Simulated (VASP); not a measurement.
YN, 2 atoms in the cell. It takes space group Fm-3m (No. 225, cubic). Conventional cell: a = 4.945 Å, b = 4.945 Å, c = 4.945 Å, α = 90.00°, β = 90.00°, γ = 90.00°. Within 3.3 Å of Y (site symmetry m-3m) lie 6 N at 2.47 Å. N (site symmetry m-3m) has 6 Y at 2.47 Å within 3.3 Å. 

```yaml
Program: VASP 6.6.1
Task: single point
Functional: r2SCAN
Potentials_or_basis: VASP PAW PBE potentials, release 64 (Y_sv, N)
Cutoff: 660 eV
k_mesh: 8 × 8 × 8
Occupations: gaussian, width 0.01 eV
Spin: no spin polarisation
Dipole_correction: no
Further_INCAR_settings: ALGO = Normal; EDIFF = 1e-06; NBANDS = 15
```

Potentials or basis: VASP PAW PBE potentials, release 64 (Y_sv, N).

The run is started by

```console
$ cat potpaw_PBE.64/Y_sv/POTCAR potpaw_PBE.64/N/POTCAR > POTCAR
$ cp INCAR.step1 INCAR
$ mpirun -np 1 vasp_std > vasp.out
$ cp INCAR.step2 INCAR
$ mpirun -np 1 vasp_std > vasp.out
```

Hardware: 1 thread of Intel(R) Xeon(R) Platinum 8375C CPU @ 2.90GHz (Ice Lake), on a shared host.

**Question.** Estimate the wall time of this run.

**Answer.** Wall time 84 s on 1 thread of Intel(R) Xeon(R) Platinum 8375C CPU @ 2.90GHz (Ice Lake), with other jobs on the host, peak memory 0.2 GiB. Counts: k points 29.
